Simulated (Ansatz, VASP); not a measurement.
In2S: VASP beside Ansatz

```
CELL_PARAMETERS angstrom
3.63384 0.00000 0.00000
0.00000 3.63384 0.00000
0.00000 0.00000 6.81919
ATOMIC_POSITIONS crystal
In 0.50000 0.50000 0.76048
In 0.50000 0.50000 0.23952
S 0.00000 0.00000 0.00000
```

Alike in both runs: functional PBE; k mesh 4 × 4 × 2; occupations gaussian, width 0.15 eV; no spin polarisation.

Ansatz relaxed the structure, and its values are those at the end. VASP's run is a single point on that final structure, the one shown.

|  | VASP | Ansatz |
| --- | --- | --- |
| version | VASP 6.6.1 | Ansatz 0.2.0 |
| potentials or method | VASP PAW PBE potentials, release 64 (In_d, S), cutoff 500 eV | scalar-relativistic, plane waves, PAW |
| valence electrons in the cell | 32 | 32 |

|  | VASP | Ansatz | Ansatz less VASP |
| --- | --- | --- | --- |
| gap on the k mesh at the Fermi level (eV) | none | none | - |
| pressure (GPa) | -0.2 | -0.2 | +0.03 |
| rms of the force components (eV/Å) | 0.027 | 0.029 | +0.0020 |

A gap of «none» marks a metal or a gap that the smearing closes.

The k mesh is coarse, so the values compare programs but aren't converged.
